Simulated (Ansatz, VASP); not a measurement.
**Ta4H3 in VASP and in Ansatz**

The input INCAR:

```
SYSTEM = Ta4H3
PREC = Accurate
ENCUT = 600
EDIFF = 1E-6
ISMEAR = 0
SIGMA = 0.2
LREAL = .FALSE.
LASPH = .TRUE.
NELM = 60
ALGO = Normal
ISIF = 3
LWAVE = .FALSE.
LCHARG = .FALSE.
GGA = PE
IBRION = 2
NSW = 36
EDIFFG = -0.08
```

The input KPOINTS:

```
Automatic mesh
0
G
  3 3 5
  0 0 0
```

Contents of POSCAR:

```
Ta4H3
1.0
    4.9200000000      0.0000000000      0.0000000000
    0.0000000000      4.9200000000      0.0000000000
    0.0000000000      0.0000000000      3.5500000000
Ta H
4 3
Direct
    0.7500000000      0.7500000000      0.2500000000
    0.2500000000      0.2500000000      0.2500000000
    0.7500000000      0.2500000000      0.7500000000
    0.2500000000      0.7500000000      0.7500000000
    0.5000000000      0.0000000000      0.5000000000
    0.0000000000      0.5000000000      0.5000000000
    0.5000000000      0.5000000000      0.0000000000
```

Input for Ansatz:

```yaml
crystal:
  lattice:
    - [4.92, 0.0, 0.0]
    - [0.0, 4.92, 0.0]
    - [0.0, 0.0, 3.55]
  atoms:
    - { symbol: Ta, position: [0.75, 0.75, 0.25] }
    - { symbol: Ta, position: [0.25, 0.25, 0.25] }
    - { symbol: Ta, position: [0.75, 0.25, 0.75] }
    - { symbol: Ta, position: [0.25, 0.75, 0.75] }
    - { symbol: H, position: [0.5, 0.0, 0.5] }
    - { symbol: H, position: [0.0, 0.5, 0.5] }
    - { symbol: H, position: [0.5, 0.5, 0.0] }
basis:
  ecutwfc: 420
kpoints:
  mp_grid: { grid: [3, 3, 5] }
hamiltonian:
  xc: pbe
scf:
  occupations: { method: gaussian, width: 0.2 }
  lower_state_search: "off"
output:
  forces: true
  stress: true
  eigenvalues: true
relax:
  adjacent_minimum: "off"
  f_tol: 0.08
  max_steps: 16
  cell: { stress_tol: 0.8 }
```

Change from the starting cell: built by hand: bcc Ta with zincblende-like H order, one vacancy (P-42m, No. 111).

Alike in both runs: task relaxation of cell and atoms; functional PBE; k mesh 3 × 3 × 5; occupations gaussian, width 0.2 eV; no spin polarisation.

```csv
,VASP,Ansatz
version,VASP 6.6.1,Ansatz 0.2.0
potentials or method,"VASP PAW PBE potentials, release 64 (Ta_pv, H), cutoff 600 eV","scalar-relativistic, plane waves, PAW"
valence electrons in the cell,47,55
```

Ansatz gave:

| Property | Result |
| --- | --- |
| gap on the k mesh at the Fermi level, each at its own relaxed structure (eV) | none |
| relaxed volume (Å³/atom) | 11.56 |
| relaxed cell length with the largest relative difference (Å) | 3.474 |

Which values does VASP return?

gap on the k mesh at the Fermi level, each at its own relaxed structure (eV): none; relaxed volume (Å³/atom): 11.55; relaxed cell length with the largest relative difference (Å): 3.472.

A gap of «none» marks a metal or a gap that the smearing closes. VASP's potentials hold 47 valence electrons a cell and Ansatz's 55, so a difference there can come from the potentials and not from the codes.

The k mesh is coarse, so the values compare programs but aren't converged. Neither program's run includes spin-orbit coupling.
